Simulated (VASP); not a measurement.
# Ga in VASP: notebook

Runs on Ga. Level: PBE. Tasks: single point, relaxation of cell and atoms.

Everything below comes from runs of VASP 6.6.1. Logs are shortened: lines on timing, memory, paths and dates and some standing lists are left out, and cuts for length are marked.

### Step 1. The cell of the first run

The typed cell holds 1 atom: a = 2.792 Å, b = 2.792 Å, c = 2.635 Å, α = 90.00°, β = 90.00°, γ = 90.00°.

The cell was generated, and may not be a known phase.

### Step 2. Single point, PBE

INCAR

```
ALGO = Normal ; EDIFF = 1E-6
ENCUT = 520 ; GGA = PE
ISIF = 2 ; ISMEAR = 0
LASPH = T ; LCHARG = T
LELF = T ; LREAL = F
LVHAR = T ; LWAVE = F
NBANDS = 12 ; NELM = 80
PREC = Accurate ; SIGMA = 0.1
```

KPOINTS

```
k-points
0
Gamma
  8 8 6
```

POSCAR

```
Ga
1.0
    2.7919216939      0.0000000000      0.0000000000
    0.0000000000      2.7916197595      0.0000000000
    0.0000000000      0.0000000000      2.6352891675
Ga
1
Direct
    0.5000000000      0.5000000000      0.5000000000
```

Potentials or basis: VASP PAW PBE potentials, release 64 (Ga_d).

On the command line:

```bash
$ cat potpaw_PBE.64/Ga_d/POTCAR > POTCAR
$ mpirun -np 1 vasp_std > vasp.out
```

OUTCAR:

```text
EDIFF = 1E-6
   ENCUT = 520
   GGA = PE
   ISIF = 2
   ISMEAR = 0
   LASPH = T
   LREAL = F
   NELM = 80
   PREC = Accurate

 ion  position               nearest neighbor table
   1  0.500  0.500  0.500-

  LATTYP: Found a simple orthorhombic cell.
 ALAT       =     2.6352891675
 B/A-ratio  =     1.0593219879
 C/A-ratio  =     1.0594365614

  Lattice vectors:

 A1 = (   0.0000000000,   0.0000000000,  -2.6352891675)
 A2 = (   0.0000000000,   2.7916197595,   0.0000000000)
 A3 = (   2.7919216939,   0.0000000000,   0.0000000000)

Analysis of symmetry for initial positions (statically):
=====================================================================
 Subroutine PRICEL returns:
 Original cell was already a primitive cell.

 Routine SETGRP: Setting up the symmetry group for a
 simple orthorhombic supercell.

 Subroutine GETGRP returns: Found  8 space group operations
 (whereof  8 operations were pure point group operations)
 out of a pool of  8 trial point group operations.

The static configuration has the point symmetry D_2h.

Analysis of symmetry for dynamics (positions and initial velocities):
=====================================================================
 Subroutine PRICEL returns:
 Original cell was already a primitive cell.

 Routine SETGRP: Setting up the symmetry group for a
 simple orthorhombic supercell.

 Subroutine GETGRP returns: Found  8 space group operations
 (whereof  8 operations were pure point group operations)
 out of a pool of  8 trial point group operations.

The dynamic configuration has the point symmetry D_2h.

 Subroutine INISYM returns: Found  8 space group operations
 (whereof  8 operations are pure point group operations),
 and found     1 'primitive' translations

----------------------------------------------------------------------------------------

                                     Primitive cell

  volume of cell :      20.5394

  direct lattice vectors                    reciprocal lattice vectors
     2.791921694  0.000000000  0.000000000     0.358176235  0.000000000  0.000000000
     0.000000000  2.791619760  0.000000000     0.000000000  0.358214974  0.000000000
     0.000000000  0.000000000  2.635289167     0.000000000  0.000000000  0.379464999

  length of vectors
     2.791921694  2.791619760  2.635289167     0.358176235  0.358214974  0.379464999

  position of ions in fractional coordinates (direct lattice)
     0.500000000  0.500000000  0.500000000

  ion indices of the primitive-cell ions
   primitive index   ion index
                 1           1

----------------------------------------------------------------------------------------

 KPOINTS: k-points

Automatic generation of k-mesh.
 Grid dimensions read from file:
 generate k-points for:    8    8    6

 Generating k-lattice:

  Cartesian coordinates                     Fractional coordinates (reciprocal lattice)
     0.044772029  0.000000000  0.000000000     0.125000000  0.000000000  0.000000000
     0.000000000  0.044776872  0.000000000     0.000000000  0.125000000  0.000000000
     0.000000000  0.000000000  0.063244166     0.000000000  0.000000000  0.166666667

  Length of vectors
     0.044772029  0.044776872  0.063244166

  Shift w.r.t. Gamma in fractional coordinates (k-lattice)
     0.000000000  0.000000000  0.000000000

 Subroutine IBZKPT returns following result:
 ===========================================

 Found    100 irreducible k-points:

 Following reciprocal coordinates:
            Coordinates               Weight
  0.000000  0.000000  0.000000      1.000000
  0.125000  0.000000  0.000000      2.000000
  0.250000  0.000000  0.000000      2.000000
  0.375000  0.000000  0.000000      2.000000
  0.500000  0.000000  0.000000      1.000000
  0.000000  0.125000  0.000000      2.000000
[... 16 lines left out ...]
  0.250000  0.500000  0.000000      2.000000
  0.375000  0.500000  0.000000      2.000000
 [... further k-points ...]
   k-points           NKPTS =    100   k-points in BZ     NKDIM =    100   number of bands    NBANDS=     12
   number of dos      NEDOS =    301   number of ions     NIONS =      1
   total plane-waves  NPLWV =  11520
   dimension x,y,z NGX =    24 NGY =   24 NGZ =   20
   dimension x,y,z NGXF=    48 NGYF=   48 NGZF=   40
   ions per type =               1
   NGX,Y,Z   is equivalent  to a cutoff of  14.29, 14.29, 12.62 a.u.
   NGXF,Y,Z  is equivalent  to a cutoff of  28.58, 28.58, 25.23 a.u.
 SYSTEM =  unknown system
   PREC   = accura    normal or accurate (medium, high low for compatibility)
   ISTART =      0    job   : 0-new  1-cont  2-samecut
   ICHARG =      2    charge: 1-file 2-atom 10-const
   ISPIN  =      1    spin polarized calculation?
   LNONCOLLINEAR =      F non collinear calculations
   LSORBIT =      F    spin-orbit coupling
   LASPH  =      T    aspherical Exc in radial PAW
   ENCUT  =  520.0 eV  38.22 Ry    6.18 a.u.   5.19  5.19  4.90*2*pi/ulx,y,z
   NELM   =     80;   NELMIN=  2; NELMDL= -5     # of ELM steps
   EDIFF  = 0.1E-05   stopping-criterion for ELM
   LREAL  =      F    real-space projection
   EDIFFG = 0.1E-04   stopping-criterion for IOM
   NSW    =      0    number of steps for IOM
   IBRION =     -1    ionic relax: 0-MD 1-quasi-New 2-CG
   NFREE  =      0    steps in history (QN), initial steepest desc. (CG)
   ISIF   =      2    stress and relaxation
   ISYM   =      2    0-nonsym 1-usesym 2-fastsym
   POTIM  = 0.5000    time-step for ionic-motion
   TEBEG  =    0.0;   TEEND  =   0.0 temperature during run
   PSTRESS=    0.0 pullay stress
   NELECT =      13.0000    total number of electrons
   NUPDOWN=      -1.0000    fix difference up-down
   EMIN   =  10.00;   EMAX   =-10.00  energy-range for DOS
   EFERMI =   0.00;   METHOD = LEGACY
   ISMEAR =     0;   SIGMA  =   0.10  broadening in eV -4-tet -1-fermi 0-gaus
   EFERMI_NEDOS =   21; number of points for ismear=-14 and -15
   IALGO  =     38    algorithm
   IMIX   =      4    mixing-type and parameters
     AMIX     =   0.40;   BMIX     =  1.00
     AMIX_MAG =   1.60;   BMIX_MAG =  1.00
  volume/ion in A,a.u.               =      20.54       138.61
  Fermi-wavevector in a.u.,A,eV,Ry     =   1.405594  2.656188 26.880971  1.975696
  Thomas-Fermi vector in A             =   2.528040
   LORBIT       =      0    0 simple, 1 ext, 2 COOP (PROOUT), +10 PAW based schemes
   GGA     = PE    functional components
   LHFCALC =     F    Hartree Fock is set to
   AEXX    =    0.0000 exact exchange contribution
   IVDW    =     0    specifies the selected vdW correction
   LEPSILON=     F    determine dielectric tensor
   LRPA    =     F    only Hartree local field effects (RPA)
 non-spin polarized calculation
 Gauss-broadening in eV      SIGMA  =   0.10
  energy-cutoff  :      520.00
  volume of cell :       20.54
 maximum number of plane-waves:       564
 NGX is ok and might be reduce to    24
   NGX = 11   NGY = 11   NGZ =  9

 number of electron      12.9999984 magnetization

 Free energy of the ion-electron system (eV)
  ---------------------------------------------------
  ext. energy  EPLUGINS =         0.00000000
  ---------------------------------------------------
  free energy    TOTEN  =        -2.82453161 eV

  energy without entropy =       -2.82196122  energy(sigma->0) =       -2.82324641

 E-fermi :   4.6258     XC(G=0): -10.5102

 val. band max:        4.6093662897   @ k =   0.0000   0.3750   0.3333
 cond. band min:       4.7120611908   @ k =   0.1250   0.5000   0.5000
 fundamental gap:      0.1026949011
 Fermi energy:         4.6257951661

 k-point     1 :       0.0000    0.0000    0.0000
  band No.  band energies     occupation
      1     -10.5629      2.00000
      2     -10.4783      2.00000
      3     -10.0514      2.00000
      4     -10.0124      2.00000
      5     -10.0123      2.00000
      6      -5.8444      2.00000
      7      12.6069      0.00000
      8      12.6109      0.00000
      9      14.9100      0.00000
     10      15.6605      0.00000
     11      16.4028      0.00000
     12      19.2318      0.00000

 k-point     2 :       0.1250    0.0000    0.0000
  band No.  band energies     occupation
      1     -10.5529      2.00000
      2     -10.4430      2.00000
      3     -10.0687      2.00000
      4     -10.0279      2.00000
      5     -10.0110      2.00000
      6      -5.5457      2.00000
      7       9.5140      0.00000
      8      12.9102      0.00000
      9      15.2122      0.00000
     10      16.3118      0.00000
     11      18.6914      0.00000
     12      20.3719      0.00000

 k-point     3 :       0.2500    0.0000    0.0000
  band No.  band energies     occupation
      1     -10.5365      2.00000
      2     -10.3539      2.00000
      3     -10.1101      2.00000
      4     -10.0653      2.00000
      5     -10.0078      2.00000
      6      -4.6473      2.00000
      7       5.6959      0.00000
      8      13.7596      0.00000
      9      16.0714      0.00000
     10      17.0905      0.00000
     11      19.7505      0.00000
     12      24.8732      0.00000
[... 286 lines left out ...]
 k-point    23 :       0.2500    0.5000    0.0000
  band No.  band energies     occupation
      1     -10.4604      2.00000
      2     -10.2710      2.00000
      3     -10.1104      2.00000
      4     -10.0925      2.00000
      5     -10.0536      2.00000
      6      -0.7794      2.00000
      7       1.6926      2.00000
      8       9.1130      0.00000
      9      12.8033      0.00000
     10      19.2057      0.00000
     11      23.7324      0.00000
     12      23.7626      0.00000

 k-point    24 :       0.3750    0.5000    0.0000
  band No.  band energies     occupation
      1     -10.4340      2.00000
      2     -10.3405      2.00000
      3     -10.1054      2.00000
      4     -10.0887      2.00000
      5      -9.9826      2.00000
      6       0.6595      2.00000
      7       2.9063      2.00000
      8       5.8135      0.00000
      9       9.8986      0.00000
     10      20.4271      0.00000
     11      24.9657      0.00000
     12      24.9792      0.00000

 [... further k-points ...]

------------------------ aborting loop because EDIFF is reached ----------------------------------------

  FORCE on cell =-STRESS in cart. coord.  units (eV):
  Direction    XX          YY          ZZ          XY          YZ          ZX
  --------------------------------------------------------------------------------------
  -------------------------------------------------------------------------------------
  Total       -0.0116182     -0.0101051      0.0087150      0.0000000      0.0000000      0.0000000
  in kB       -0.9062773     -0.7882488      0.6798125      0.0000000      0.0000000      0.0000000
  external PRESSURE =      -0.3382379 kB  Pullay stress =       0.0000000 kB

 VOLUME and BASIS-vectors are now :
 -----------------------------------------------------------------------------
  energy-cutoff  :      520.00
  volume of cell :       20.54
      direct lattice vectors                 reciprocal lattice vectors
     2.791921694  0.000000000  0.000000000     0.358176235  0.000000000  0.000000000
     0.000000000  2.791619760  0.000000000     0.000000000  0.358214974  0.000000000
     0.000000000  0.000000000  2.635289167     0.000000000  0.000000000  0.379464999

 POSITION                                       TOTAL-FORCE (eV/Angst)
 -----------------------------------------------------------------------------------
      1.39596      1.39581      1.31764         0.000000      0.000000      0.000000
 -----------------------------------------------------------------------------------
    total drift:                                0.000000     -0.000000     -0.000000

  FREE ENERGIE OF THE ION-ELECTRON SYSTEM (eV)
  ---------------------------------------------------
  free  energy   TOTEN  =        -2.8245316088 eV

  energy  without entropy=       -2.8219612178  energy(sigma->0) =       -2.82324641
```

It took 13 s on 1 thread of Intel Xeon 8259CL, shared host; peak memory 0.15 GiB.

What came out:

```
Free energy            : -2.8245 eV
Pressure               : 0.0 GPa
Band gap on the k mesh : zero (an odd number of electrons rules out a gap without spin polarisation)
```

Stress tensor (GPa, compression positive):
```
-0.09  0.00  0.00
 0.00 -0.08  0.00
 0.00  0.00  0.07
```

Levels at points of the mesh, in eV from the Fermi level:
```
           k point  band 4  band 5  band 6  band 7  band 8  band 9  band 10  band 11
(0.00, 0.00, 0.00)  -14.64  -14.64  -10.47    7.98    7.99   10.28    11.03    11.78
(0.50, 0.00, 0.00)  -14.74  -14.63   -6.54   -4.09   11.03   13.38    15.09    15.80
(0.00, 0.50, 0.00)  -14.74  -14.63   -6.54   -4.09   11.03   13.38    15.09    15.80
(0.50, 0.50, 0.00)  -14.73  -14.56   -2.47   -0.95   -0.94    3.94    16.54    21.22
(0.00, 0.00, 0.50)  -14.76  -14.66   -5.59   -3.96   11.84   11.84    15.16    15.54
(0.50, 0.00, 0.50)  -14.77  -14.50   -1.45   -0.89   -0.21    4.29    14.95    19.38
(0.00, 0.50, 0.50)  -14.77  -14.50   -1.45   -0.89   -0.21    4.29    14.94    19.37
(0.50, 0.50, 0.50)  -14.55  -14.48    2.02    2.79    2.79    3.45     7.96     7.96
```

Caveat: the k points lie up to 0.40 Å⁻¹ apart, too coarse for converged energies and pressures of a metal.

### Step 3. Single point, PBE

This run uses another cell than the first one, of 20.06 Å³/atom.

INCAR

```
SYSTEM = Ga
  PREC = Accurate
  ENCUT = 520
  EDIFF = 1E-7
  ISMEAR = 0
  SIGMA = 0.1
  LREAL = .False.
  LASPH = .True.
  NELM = 60
  ALGO = Fast
  ISIF = 2
  LWAVE = .False.
  LCHARG = .False.
  GGA = PE
  NBANDS = 12
```

KPOINTS

```
regular mesh
0
Gamma
  20 20 20
  0 0 0
```

POSCAR

```
Ga
1.0
    2.7168515439      0.0000000000      0.0000000000
    0.0000000000      2.7168515439      0.0000000000
    0.0000000000      0.0000000000      2.7171603736
Ga
1
Direct
    0.5000000000      0.5000000000      0.5000000000
```

Potentials or basis: VASP PAW PBE potentials, release 64 (Ga_d).

On the command line:

```bash
$ cat potpaw_PBE.64/Ga_d/POTCAR > POTCAR
$ mpirun -np 1 vasp_std > vasp.out
```

Run time: 1.7 min. Hardware: 1 thread of Intel Xeon 8259CL, shared host; peak memory 0.26 GiB.

The run converged. Its results:

```
Free energy            : -2.8268 eV
Pressure               : 0.1 GPa
Band gap on the k mesh : zero (an odd number of electrons rules out a gap without spin polarisation)
```

Levels at points of the mesh, in eV from the Fermi level:
```
           k point  band 4  band 5  band 6  band 7  band 8  band 9  band 10  band 11
(0.00, 0.00, 0.00)  -14.60  -14.60  -10.56    8.95    8.95    8.95    11.88    11.88
(0.50, 0.00, 0.00)  -14.74  -14.59   -6.20   -4.09   12.37   12.37    15.58    16.42
(0.50, 0.50, 0.00)  -14.72  -14.47   -1.65   -0.66   -0.66    4.22    15.87    20.46
(0.00, 0.00, 0.50)  -14.74  -14.59   -6.20   -4.09   12.37   12.37    15.59    16.43
(0.50, 0.00, 0.50)  -14.72  -14.47   -1.66   -0.66   -0.66    4.22    15.87    20.46
(0.50, 0.50, 0.50)  -14.46  -14.46    2.63    2.63    2.63    3.76     8.19     8.19
```

### Step 4. Relaxation of cell and atoms, PBE

INCAR

```
ALGO = Fast
EDIFF = 1E-7
EDIFFG = -0.01
ENCUT = 600
GGA = PE
IBRION = 2
ISIF = 3
ISMEAR = 0
LASPH = True
LCHARG = False
LREAL = False
LWAVE = False
NELM = 60
NSW = 100
PREC = Accurate
SIGMA = 0.1
```

KPOINTS

```
k-points
0
Gamma
  20 20 20
```

POSCAR

```
Ga
1.0
    2.7917707267      0.0000000000      0.0000000000
    0.0000000000      2.7917707267      0.0000000000
    0.0000000000      0.0000000000      2.6352891675
Ga
1
Direct
    0.5000000000      0.5000000000      0.5000000000
```

On the command line:

```bash
$ cat potpaw_PBE.64/Ga_d/POTCAR > POTCAR
$ mpirun -np 1 vasp_std > vasp.out
```

It took 5.1 min on 1 thread of Intel Xeon 8259CL, shared host; peak memory 0.32 GiB.

Results (log left out):

```yaml
Free_energy: -2.8268 eV
Relaxed_volume: 20.09 Å³/atom
Relaxed_cell: a = 2.719 Å, b = 2.719 Å, c = 2.717 Å, α = 90.00°, β = 90.00°, γ = 90.00°
Space_group_after_relaxing_to_0.1_Å: Pm-3m (No. 221)
Energy_gained_by_relaxing: 12.1 meV/atom
Ionic_steps: 4
Pressure_after_relaxing: 0.0 GPa
Band_gap_on_the_k_mesh: zero (an odd number of electrons rules out a gap without spin polarisation)
```

Stress tensor (GPa, compression positive):
```
-0.06  0.00  0.00
 0.00 -0.06  0.00
 0.00  0.00  0.02
```

The path:
```csv
step,energy change (eV),largest force (eV/Å),pressure (GPa),volume (Å³)
1,0.0000,0.0000,-0.56,20.54
2,-0.0092,0.0000,-0.36,20.32
3,-0.0118,0.0000,-0.12,20.16
4,-0.0121,0.0000,-0.03,20.09
```

Final structure:
```
Ga
1.0
     2.71901    0.00000    0.00000
     0.00000    2.71901    0.00000
     0.00000    0.00000    2.71698
Ga
1
Direct
  0.50000 0.50000 0.50000
```

Levels at points of the mesh, in eV from the Fermi level:
| k point | band 4 | band 5 | band 6 | band 7 | band 8 | band 9 | band 10 |
| --- | --- | --- | --- | --- | --- | --- | --- |
| (0.00, 0.00, 0.00) | -14.60 | -14.60 | -10.55 | 8.93 | 8.93 | 8.96 | 11.86 |
| (0.50, 0.00, 0.00) | -14.74 | -14.59 | -6.20 | -4.09 | 12.34 | 12.37 | 15.57 |
| (0.50, 0.50, 0.00) | -14.72 | -14.47 | -1.67 | -0.66 | -0.66 | 4.22 | 15.86 |
| (0.00, 0.00, 0.50) | -14.74 | -14.59 | -6.19 | -4.09 | 12.35 | 12.35 | 15.57 |
| (0.50, 0.00, 0.50) | -14.72 | -14.47 | -1.66 | -0.66 | -0.65 | 4.23 | 15.84 |
| (0.50, 0.50, 0.50) | -14.46 | -14.46 | 2.62 | 2.63 | 2.63 | 3.74 | 8.19 |

### Step 5. Summary

```csv
task,cell,k mesh,cutoff (eV),gap on the mesh (eV),pressure (GPa)
single point,"a = 2.792, b = 2.792, c = 2.635 Å, 1 atom",8 × 8 × 6,520,none,0.0
single point,"a = 2.717 Å, 1 atom",20 × 20 × 20,520,none,0.1
relaxation of cell and atoms,"relaxed from a = 2.792, b = 2.792, c = 2.635 Å, 1 atom",20 × 20 × 20,600,none,0.0
```

Alike in all rows: level PBE; potentials or basis VASP PAW PBE potentials, release 64 (Ga_d); no spin polarisation; smearing gaussian 0.1 eV.

Caveats: some runs use coarse meshes.

Total energies depend on the potentials used, so only differences within one code and one set of settings carry meaning.

The gap in the log of VASP goes by the Fermi energy; the results here count the filled bands.